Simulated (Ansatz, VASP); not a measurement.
## Two plane-wave programs on BeSe2

```
Be Se
1.0
    -2.70000    4.30000    2.60000
     2.70000   -4.30000    2.60000
     2.70000    4.30000   -2.60000
Be Se
2 4
Cartesian
  0.0000 0.0000 1.3000
  0.0000 0.0000 3.9000
  1.2960 1.1782 0.0000
  1.4040 5.4782 0.0000
  1.2960 -1.1782 2.6000
  1.4040 3.1218 2.6000
```

Alike in both runs: task relaxation of cell and atoms; functional PBE; k mesh 4 × 4 × 4; occupations gaussian, width 0.2 eV; no spin polarisation.

|  | VASP | Ansatz |
| --- | --- | --- |
| version | VASP 6.6.1 | Ansatz 0.2.0 |
| potentials or method | VASP PAW PBE potentials, release 64 (Be, Se), cutoff 600 eV | scalar-relativistic, plane waves, PAW |
| valence electrons in the cell | 28 | 68 |

Ansatz gave:

```
relaxed volume (Å³/atom)                                     : 19.59
relaxed cell length with the largest relative difference (Å) : 5.864
```

Q: Estimate VASP's values.

A: Relaxed volume (Å³/atom): 20.39; relaxed cell length with the largest relative difference (Å): 5.717.

VASP's potentials hold 28 valence electrons a cell and Ansatz's 68, so a difference there can come from the potentials and not from the codes.

The k mesh is coarse, so the values compare programs but aren't converged.
